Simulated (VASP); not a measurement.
SiC (zincblende type):

```
CELL_PARAMETERS angstrom
0.00000 2.16162 2.16162
2.16162 0.00000 2.16162
2.16162 2.16162 0.00000
ATOMIC_POSITIONS crystal
Si 0.00000 0.00000 0.00000
C 0.25000 0.25000 0.25000
```

| Property | Result |
| --- | --- |
| Program | VASP 6.6.1 |
| Task | relaxation of cell and atoms |
| Functional | r2SCAN |
| Potentials or basis | VASP PAW PBE potentials, release 64 (Si, C) |
| Cutoff | 600 eV |
| k mesh | 13 × 13 × 13 |
| Occupations | fermi-dirac, width 0.02 eV |
| Spin | no spin polarisation |

At the start: pressure 5.1 GPa; volume 10.10 Å³/atom.

Task: How do energy, volume and symmetry change on relaxing?

Result: Over 3 steps the energy falls by 3.4 meV/atom and the volume is 10.32 Å³/atom (+2.2 %); space group F-43m (No. 216, to 0.1 Å) before and after.

Step by step:
```tsv
step	energy change (eV)	largest force (eV/Å)	pressure (GPa)	volume (Å³)
1	0.0000	0.0000	5.07	20.20
2	0.0019	0.0000	-5.30	21.15
3	-0.0068	0.0000	-0.02	20.64
```

Final structure:
```
Si C
1.0
     0.00000    2.17715    2.17715
     2.17715    0.00000    2.17715
     2.17715    2.17715    0.00000
Si C
1 1
Direct
  0.00000 0.00000 0.00000
  0.25000 0.25000 0.25000
```

Caveat: the PAW data sets were made with another functional, which shifts forces and pressure a little.
